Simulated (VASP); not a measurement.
Wanted: the native input for a VASP 6.6.1 run.

* Task: single point
* Functional: PBEsol
* Potentials or basis: VASP PAW PBE potentials, release 64 (Cd, S)
* Cutoff: 520 eV
* k mesh: 8 × 8 × 5
* Occupations: fermi-dirac, width 0.05 eV
* Spin: no spin polarisation
* Dipole correction: no
* Further INCAR settings: ALGO = Normal; EDIFF = 1e-06; NBANDS = 22

The structure of Cd2S lies in POSCAR:

```
Cd2S
1.0
    3.9626700490      0.0000000000      0.0000000000
   -1.9813350245      3.4317729293      0.0000000000
    0.0000000000      0.0000000000      5.8091920000
Cd S
2 1
Direct
    0.3333333333      0.6666666667      0.9327170000
    0.6666666667      0.3333333333      0.5787350000
    0.3333333333      0.6666666667      0.3657050000
```

The input as run:

INCAR

```
ALGO = Normal
EDIFF = 1E-6
ENCUT = 520
GGA = PS
ISIF = 2
ISMEAR = -1
LASPH = T
LCHARG = T
LELF = T
LREAL = F
LVHAR = T
LWAVE = F
NBANDS = 22
NELM = 60
PREC = Accurate
SIGMA = 0.05
```

KPOINTS

```
k-points
0
Gamma
  8 8 5
```

Potentials or basis: VASP PAW PBE potentials, release 64 (Cd, S).

Command:

```bash
$ cat potpaw_PBE.64/Cd/POTCAR potpaw_PBE.64/S/POTCAR > POTCAR
$ mpirun -np 1 vasp_std > vasp.out
```

It gave:

The pressure is -2.7 GPa and the largest force is 0.119 eV/Å. The band gap on the k mesh is 0.22 eV (least direct gap 0.56 eV).

Caveat: the PAW data sets were made with another functional, which shifts forces and pressure a little; an odd mesh through Γ misses points on the zone boundary, where band edges can lie.

Run time: 75 s on 1 thread of AMD EPYC 7R13 (shared host), peak memory 0.2 GiB.
